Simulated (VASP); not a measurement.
# ScAl3F (P4mm) in VASP: further runs

The runs below take ScAl3F through single point, with PBE.

Program: VASP 6.6.1. These are calculated values, not measurements. Logs are shortened: lines on timing, memory, paths and dates and some standing lists are left out, and cuts for length are marked.

## (1) The cell of the first run

It takes space group P4mm (No. 99, tetragonal). The conventional cell has a = 3.973 Å, b = 3.973 Å, c = 3.991 Å, α = 90.00°, β = 90.00°, γ = 90.00°. Within 2.5 Å of Sc (site symmetry 4mm) lie 6 Al at 1.86 to 2.13 Å. Within 2.5 Å of Al (site symmetry 4mm) lie 2 Sc at 1.86 to 2.13 Å. Al (site symmetry 2mm) has 2 Sc at 1.99 Å within 2.6 Å. Within 3.7 Å of F (site symmetry 4mm) lie 12 Al at 2.77 to 2.86 Å and 8 Sc at 3.40 to 3.49 Å.

The cell was built from a structure type or drawn by symmetry, and may not be a known phase.

## (2) Single point, PBE

The input, INCAR:

```
SYSTEM = ScAl3F
  PREC = Accurate
  ENCUT = 520
  EDIFF = 1E-6
  ISMEAR = 0
  SIGMA = 0.1
  LREAL = .False.
  LASPH = .True.
  NELM = 80
  ALGO = Normal
  ISIF = 2
  LWAVE = .False.
  LCHARG = .False.
  GGA = PE
  NBANDS = 22
```

The input, KPOINTS:

```
regular mesh
0
Gamma
  4 4 4
  0 0 0
```

The input, POSCAR:

```
ScAl3F
1.0
    3.9725059200      0.0000000000      0.0000000000
    0.0000000000      3.9725059200      0.0000000000
    0.0000000000      0.0000000000      3.9905818800
Sc Al F
1 3 1
Direct
    0.5000000000      0.5000000000      0.4819999900
    0.5000000000      0.5000000000      0.0160000000
    0.5000000000      0.0000000000      0.5149999900
    0.0000000000      0.5000000000      0.5149999900
    0.0000000000      0.0000000000      0.0000000000
```

Potentials or basis: VASP PAW PBE potentials, release 64 (Sc_sv, Al, F).

Command:

```
> cat potpaw_PBE.64/Sc_sv/POTCAR potpaw_PBE.64/Al/POTCAR potpaw_PBE.64/F/POTCAR > POTCAR
> mpirun -np 1 vasp_std > vasp.out
```

OUTCAR:

```text
SYSTEM = ScAl3F
   PREC = Accurate
   ENCUT = 520
   EDIFF = 1E-6
   ISMEAR = 0
   LREAL = .False.
   LASPH = .True.
   NELM = 80
   ISIF = 2
   GGA = PE

 ion  position               nearest neighbor table
   1  0.500  0.500  0.482-   2 1.86   3 1.99   4 1.99   3 1.99   4 1.99   2 2.13
   2  0.500  0.500  0.016-   1 1.86   1 2.13   4 2.81   3 2.81   3 2.81   4 2.81   3 2.82   3 2.82
                             4 2.82   4 2.82
   3  0.500  0.000  0.515-   1 1.99   1 1.99   4 2.81   4 2.81   4 2.81   4 2.81   2 2.81   2 2.81
                             2 2.82   2 2.82
   4  0.000  0.500  0.515-   1 1.99   1 1.99   3 2.81   3 2.81   3 2.81   3 2.81   2 2.81   2 2.81
                             2 2.82   2 2.82
   5  0.000  0.000  0.000-

  LATTYP: Found a simple tetragonal cell.
 ALAT       =     3.9725059200
 C/A-ratio  =     1.0045502663

  Lattice vectors:

 A1 = (   3.9725059200,   0.0000000000,   0.0000000000)
 A2 = (   0.0000000000,   3.9725059200,   0.0000000000)
 A3 = (   0.0000000000,   0.0000000000,   3.9905818800)

Analysis of symmetry for initial positions (statically):
=====================================================================
 Subroutine PRICEL returns:
 Original cell was already a primitive cell.

 Routine SETGRP: Setting up the symmetry group for a
 simple tetragonal supercell.

 Subroutine GETGRP returns: Found  8 space group operations
 (whereof  8 operations were pure point group operations)
 out of a pool of 16 trial point group operations.

The static configuration has the point symmetry C_4v.

Analysis of symmetry for dynamics (positions and initial velocities):
=====================================================================
 Subroutine PRICEL returns:
 Original cell was already a primitive cell.

 Routine SETGRP: Setting up the symmetry group for a
 simple tetragonal supercell.

 Subroutine GETGRP returns: Found  8 space group operations
 (whereof  8 operations were pure point group operations)
 out of a pool of 16 trial point group operations.

The dynamic configuration has the point symmetry C_4v.

 Subroutine INISYM returns: Found  8 space group operations
 (whereof  8 operations are pure point group operations),
 and found     1 'primitive' translations

----------------------------------------------------------------------------------------

                                     Primitive cell

  volume of cell :      62.9746

  direct lattice vectors                    reciprocal lattice vectors
     3.972505920  0.000000000  0.000000000     0.251730273  0.000000000  0.000000000
     0.000000000  3.972505920  0.000000000     0.000000000  0.251730273  0.000000000
     0.000000000  0.000000000  3.990581880     0.000000000  0.000000000  0.250590022

  length of vectors
     3.972505920  3.972505920  3.990581880     0.251730273  0.251730273  0.250590022

  position of ions in fractional coordinates (direct lattice)
     0.500000000  0.500000000  0.481999990
     0.500000000  0.500000000  0.016000000
     0.500000000  0.000000000  0.514999990
     0.000000000  0.500000000  0.514999990
     0.000000000  0.000000000  0.000000000

  ion indices of the primitive-cell ions
   primitive index   ion index
                 1           1
                 2           2
                 3           3
                 4           4
                 5           5

----------------------------------------------------------------------------------------

 KPOINTS: regular mesh

Automatic generation of k-mesh.
 Grid dimensions read from file:
 generate k-points for:    4    4    4

 Generating k-lattice:

  Cartesian coordinates                     Fractional coordinates (reciprocal lattice)
     0.062932568  0.000000000  0.000000000     0.250000000  0.000000000  0.000000000
     0.000000000  0.062932568  0.000000000     0.000000000  0.250000000  0.000000000
     0.000000000  0.000000000  0.062647505     0.000000000  0.000000000  0.250000000

  Length of vectors
     0.062932568  0.062932568  0.062647505

  Shift w.r.t. Gamma in fractional coordinates (k-lattice)
     0.000000000  0.000000000  0.000000000

 Subroutine IBZKPT returns following result:
 ===========================================

 Found     18 irreducible k-points:

 Following reciprocal coordinates:
            Coordinates               Weight
  0.000000  0.000000  0.000000      1.000000
  0.250000  0.000000  0.000000      4.000000
  0.500000  0.000000  0.000000      2.000000
  0.250000  0.250000  0.000000      4.000000
  0.500000  0.250000  0.000000      4.000000
  0.500000  0.500000  0.000000      1.000000
[... 10 lines left out ...]
  0.500000  0.250000  0.500000      4.000000
  0.500000  0.500000  0.500000      1.000000
   k-points           NKPTS =     18   k-points in BZ     NKDIM =     18   number of bands    NBANDS=     22
   number of dos      NEDOS =    301   number of ions     NIONS =      5
   total plane-waves  NPLWV =  27000
   dimension x,y,z NGX =    30 NGY =   30 NGZ =   30
   dimension x,y,z NGXF=    60 NGYF=   60 NGZF=   60
   ions per type =               1   3   1
   NGX,Y,Z   is equivalent  to a cutoff of  12.55, 12.55, 12.50 a.u.
   NGXF,Y,Z  is equivalent  to a cutoff of  25.11, 25.11, 25.00 a.u.
 SYSTEM =  ScAl3F
   PREC   = accura    normal or accurate (medium, high low for compatibility)
   ISTART =      0    job   : 0-new  1-cont  2-samecut
   ICHARG =      2    charge: 1-file 2-atom 10-const
   ISPIN  =      1    spin polarized calculation?
   LNONCOLLINEAR =      F non collinear calculations
   LSORBIT =      F    spin-orbit coupling
   LASPH  =      T    aspherical Exc in radial PAW
   ENCUT  =  520.0 eV  38.22 Ry    6.18 a.u.   7.39  7.39  7.42*2*pi/ulx,y,z
   NELM   =     80;   NELMIN=  2; NELMDL= -5     # of ELM steps
   EDIFF  = 0.1E-05   stopping-criterion for ELM
   LREAL  =      F    real-space projection
   EDIFFG = 0.1E-04   stopping-criterion for IOM
   NSW    =      0    number of steps for IOM
   IBRION =     -1    ionic relax: 0-MD 1-quasi-New 2-CG
   NFREE  =      0    steps in history (QN), initial steepest desc. (CG)
   ISIF   =      2    stress and relaxation
   ISYM   =      2    0-nonsym 1-usesym 2-fastsym
   POTIM  = 0.5000    time-step for ionic-motion
   TEBEG  =    0.0;   TEEND  =   0.0 temperature during run
   PSTRESS=    0.0 pullay stress
   NELECT =      27.0000    total number of electrons
   NUPDOWN=      -1.0000    fix difference up-down
   EMIN   =  10.00;   EMAX   =-10.00  energy-range for DOS
   EFERMI =   0.00;   METHOD = LEGACY
   ISMEAR =     0;   SIGMA  =   0.10  broadening in eV -4-tet -1-fermi 0-gaus
   EFERMI_NEDOS =   21; number of points for ismear=-14 and -15
   IALGO  =     38    algorithm
   IMIX   =      4    mixing-type and parameters
     AMIX     =   0.40;   BMIX     =  1.00
     AMIX_MAG =   1.60;   BMIX_MAG =  1.00
  volume/ion in A,a.u.               =      12.59        84.99
  Fermi-wavevector in a.u.,A,eV,Ry     =   1.234452  2.332777 20.733543  1.523872
  Thomas-Fermi vector in A             =   2.369142
   LORBIT       =      0    0 simple, 1 ext, 2 COOP (PROOUT), +10 PAW based schemes
   GGA     = PE    functional components
   LHFCALC =     F    Hartree Fock is set to
   AEXX    =    0.0000 exact exchange contribution
   IVDW    =     0    specifies the selected vdW correction
   LEPSILON=     F    determine dielectric tensor
   LRPA    =     F    only Hartree local field effects (RPA)
 non-spin polarized calculation
 Gauss-broadening in eV      SIGMA  =   0.10
  energy-cutoff  :      520.00
  volume of cell :       62.97
 maximum number of plane-waves:      1743
 NGX is ok and might be reduce to    30
   NGX = 15   NGY = 15   NGZ = 15

 number of electron      26.9999994 magnetization

 Free energy of the ion-electron system (eV)
  ---------------------------------------------------
  ext. energy  EPLUGINS =         0.00000000
  ---------------------------------------------------
  free energy    TOTEN  =        -3.24289343 eV

  energy without entropy =       -3.23137871  energy(sigma->0) =       -3.23713607

 E-fermi :   7.0214     XC(G=0): -11.0304

 val. band max:        6.8808473072   @ k =   0.5000   0.0000   0.0000
 cond. band min:       7.0771635766   @ k =   0.2500   0.2500   0.0000
 fundamental gap:      0.1963162694
 Fermi energy:         7.0214345558

 k-point     1 :       0.0000    0.0000    0.0000
  band No.  band energies     occupation
      1     -40.0342      2.00000
      2     -19.3769      2.00000
      3     -19.3297      2.00000
      4     -19.3297      2.00000
      5     -14.5941      2.00000
      6      -0.4760      2.00000
[... 14 lines left out ...]
     21      13.8543      0.00000
     22      13.9524      0.00000

 k-point     2 :       0.2500    0.0000    0.0000
  band No.  band energies     occupation
      1     -40.0260      2.00000
      2     -19.4028      2.00000
      3     -19.3748      2.00000
      4     -19.3295      2.00000
      5     -14.5758      2.00000
      6      -0.2448      2.00000
[... 14 lines left out ...]
     21      14.7292      0.00000
     22      15.0926      0.00000

 k-point     3 :       0.5000    0.0000    0.0000
  band No.  band energies     occupation
      1     -40.0178      2.00000
      2     -19.4724      2.00000
      3     -19.3751      2.00000
      4     -19.3292      2.00000
      5     -14.5579      2.00000
      6      -0.0728      2.00000
[... 14 lines left out ...]
     21      15.5779      0.00000
     22      16.5442      0.00000
[... 326 lines left out ...]
 k-point    17 :       0.5000    0.2500    0.5000
  band No.  band energies     occupation
      1     -39.9937      2.00000
      2     -19.5083      2.00000
      3     -19.4675      2.00000
      4     -19.3979      2.00000
      5     -14.5329      2.00000
      6       1.7653      2.00000
[... 14 lines left out ...]
     21      14.6970      0.00000
     22      17.0304      0.00000

 k-point    18 :       0.5000    0.5000    0.5000
  band No.  band energies     occupation
      1     -39.9856      2.00000
      2     -19.5063      2.00000
      3     -19.4664      2.00000
      4     -19.4664      2.00000
      5     -14.5221      2.00000
      6       1.8804      2.00000
[... 14 lines left out ...]
     21      14.2727      0.00000
     22      18.9896      0.00000

------------------------ aborting loop because EDIFF is reached ----------------------------------------

  FORCE on cell =-STRESS in cart. coord.  units (eV):
  Direction    XX          YY          ZZ          XY          YZ          ZX
  --------------------------------------------------------------------------------------
  -------------------------------------------------------------------------------------
  Total       30.9391815     30.9391815     31.9878269      0.0000000     -0.0000000      0.0000000
  in kB      787.1437848    787.1437848    813.8230517      0.0000000     -0.0000000      0.0000000
  external PRESSURE =     796.0368738 kB  Pullay stress =       0.0000000 kB

 VOLUME and BASIS-vectors are now :
 -----------------------------------------------------------------------------
  energy-cutoff  :      520.00
  volume of cell :       62.97
      direct lattice vectors                 reciprocal lattice vectors
     3.972505920  0.000000000  0.000000000     0.251730273  0.000000000  0.000000000
     0.000000000  3.972505920  0.000000000     0.000000000  0.251730273  0.000000000
     0.000000000  0.000000000  3.990581880     0.000000000  0.000000000  0.250590022

 POSITION                                       TOTAL-FORCE (eV/Angst)
 -----------------------------------------------------------------------------------
      1.98625      1.98625      1.92346         0.000000      0.000000      2.616799
      1.98625      1.98625      0.06385         0.000000     -0.000000     -5.520048
      1.98625      0.00000      2.05515         0.000000     -0.000000      1.479563
      0.00000      1.98625      2.05515         0.000000     -0.000000      1.479563
      0.00000      0.00000      0.00000         0.000000     -0.000000     -0.055876
 -----------------------------------------------------------------------------------
    total drift:                                0.000000      0.000000      0.000137

  FREE ENERGIE OF THE ION-ELECTRON SYSTEM (eV)
  ---------------------------------------------------
  free  energy   TOTEN  =        -3.2428934330 eV

  energy  without entropy=       -3.2313787119  energy(sigma->0) =       -3.23713607
```

It took 47 s on 1 thread of Intel Xeon 8259CL, shared host; peak memory 0.18 GiB.

What came out:

* Free energy: -3.2429 eV
* Pressure: 79.6 GPa
* Largest force: 5.520 eV/Å
* Band gap on the k mesh: zero (an odd number of electrons rules out a gap without spin polarisation)

Forces on the atoms (eV/Å):
```
Sc   0.000  0.000  2.617
Al   0.000  0.000 -5.520
Al   0.000  0.000  1.480
Al   0.000  0.000  1.480
F    0.000  0.000 -0.056
```

Caveat: the k points lie up to 0.40 Å⁻¹ apart, too coarse for converged energies and pressures of a metal; atoms lie so close that the PAW spheres overlap strongly, which falsifies energies and pressures; an odd number of electrons without spin polarisation forces a metal; a magnetic or distorted state may lie lower.

## (3) Single point, PBE

This run uses another cell than the first one, of 24.62 Å³/atom.

The input, INCAR:

```
PREC = Accurate ; ENCUT = 520
EDIFF = 1E-6 ; ISMEAR = 0
SIGMA = 0.1 ; LREAL = False
LASPH = True ; NELM = 100
ALGO = Normal ; ISIF = 2
LWAVE = False ; LCHARG = False
GGA = PE ; NBANDS = 22
```

The input, KPOINTS:

```
Automatic mesh
0
Gamma
  4 4 4
```

The input, POSCAR:

```
ScAl3F
1.0
    4.5491361529      0.0000000000      0.0000000000
    0.0000000000      4.5491361529      0.0000000000
    0.0000000000      0.0000000000      5.9496073107
Sc Al F
1 3 1
Direct
    0.5000000000      0.5000000000      0.4142764767
    0.5000000000      0.5000000000     -0.0662261110
    0.5000000000      0.0000000000      0.7178165438
    0.0000000000      0.5000000000      0.7178165438
    0.0000000000      0.0000000000     -0.2556834834
```

Potentials or basis: VASP PAW PBE potentials, release 64 (Sc_sv, Al, F).

Command:

```
> cat potpaw_PBE.64/Sc_sv/POTCAR potpaw_PBE.64/Al/POTCAR potpaw_PBE.64/F/POTCAR > POTCAR
> mpirun -np 1 vasp_std > vasp.out
```

OUTCAR:

```text
PREC = Accurate
   ENCUT = 520
   EDIFF = 1E-6
   ISMEAR = 0
   LREAL = False
   LASPH = True
   NELM = 100
   ISIF = 2
   GGA = PE

 ion  position               nearest neighbor table
   1  0.500  0.500  0.414-   2 2.86   3 2.90   4 2.90   3 2.90   4 2.90   2 3.09
   2  0.500  0.500  0.934-   3 2.61   4 2.61   3 2.61   4 2.61   1 2.86   1 3.09
   3  0.500  0.000  0.718-   5 2.28   5 2.28   2 2.61   2 2.61   1 2.90   1 2.90   4 3.22   4 3.22
                             4 3.22   4 3.22
   4  0.000  0.500  0.718-   5 2.28   5 2.28   2 2.61   2 2.61   1 2.90   1 2.90   3 3.22   3 3.22
                             3 3.22   3 3.22
[... 648 lines left out ...]
  -------------------------------------------------------------------------------------
  Total       -0.0540479     -0.0540479      0.2079577      0.0000000      0.0000000      0.0000000
  in kB       -0.7033044     -0.7033044      2.7060729      0.0000000      0.0000000      0.0000000
  external PRESSURE =       0.4331547 kB  Pullay stress =       0.0000000 kB

 VOLUME and BASIS-vectors are now :
 -----------------------------------------------------------------------------
  energy-cutoff  :      520.00
  volume of cell :      123.12
      direct lattice vectors                 reciprocal lattice vectors
     4.549136153  0.000000000  0.000000000     0.219821954  0.000000000  0.000000000
     0.000000000  4.549136153  0.000000000     0.000000000  0.219821954  0.000000000
     0.000000000  0.000000000  5.949607311     0.000000000  0.000000000  0.168078320

 POSITION                                       TOTAL-FORCE (eV/Angst)
 -----------------------------------------------------------------------------------
      2.27457      2.27457      2.46478        -0.000000     -0.000000      0.007378
      2.27457      2.27457      5.55559        -0.000000      0.000000     -0.026400
      2.27457      0.00000      4.27073        -0.000000      0.000000      0.013224
      0.00000      2.27457      4.27073         0.000000      0.000000      0.013224
      0.00000      0.00000      4.42839        -0.000000      0.000000     -0.007426
 -----------------------------------------------------------------------------------
    total drift:                                0.000000      0.000000     -0.000481

  FREE ENERGIE OF THE ION-ELECTRON SYSTEM (eV)
  ---------------------------------------------------
  free  energy   TOTEN  =       -20.6153457402 eV

  energy  without entropy=      -20.5880084512  energy(sigma->0) =      -20.60167710
```

stdout:

```text
POSCAR found type information on POSCAR ScAlF
 POSCAR found :  3 types and       5 ions
 scaLAPACK will be used
 LDA part: xc-table for (Slater+PW92), standard interpolation
 POSCAR, INCAR and KPOINTS ok, starting setup
 FFT: planning ... GRIDC
 FFT: planning ... GRID_SOFT
 FFT: planning ... GRID
 WAVECAR not read
 entering main loop
```

It took 98 s on 1 thread of Intel Xeon 8259CL, shared host; peak memory 0.26 GiB.

Results:

```yaml
Free_energy: -20.6153 eV
Pressure: 0.0 GPa
Largest_force: 0.026 eV/Å
Band_gap_on_the_k_mesh: zero (an odd number of electrons rules out a gap without spin polarisation)
```

Forces on the atoms (eV/Å):
```
Sc   0.000  0.000  0.007
Al   0.000  0.000 -0.026
Al   0.000  0.000  0.013
Al   0.000  0.000  0.013
F    0.000  0.000 -0.007
```

Levels at points of the mesh, in eV from the Fermi level:
| k point | band 11 | band 12 | band 13 | band 14 | band 15 | band 16 | band 17 | band 18 |
| --- | --- | --- | --- | --- | --- | --- | --- | --- |
| (0.00, 0.00, 0.00) | -1.75 | -0.96 | -0.49 | -0.49 | 1.20 | 1.27 | 1.35 | 1.35 |
| (0.50, 0.00, 0.00) | -1.57 | -0.85 | -0.34 | -0.12 | 1.09 | 1.30 | 1.34 | 1.48 |
| (0.50, 0.50, 0.00) | -2.57 | -0.38 | -0.23 | -0.23 | -0.01 | 1.62 | 1.72 | 1.72 |
| (0.00, 0.00, 0.50) | -1.59 | -0.72 | -0.72 | -0.18 | 0.71 | 1.68 | 2.45 | 2.45 |
| (0.50, 0.00, 0.50) | -2.74 | -1.06 | -0.48 | -0.26 | 1.35 | 1.55 | 1.64 | 2.29 |
| (0.50, 0.50, 0.50) | -2.56 | -1.73 | -0.43 | -0.43 | 0.25 | 1.63 | 1.82 | 1.82 |

Caveat: an odd number of electrons without spin polarisation forces a metal; a magnetic or distorted state may lie lower.
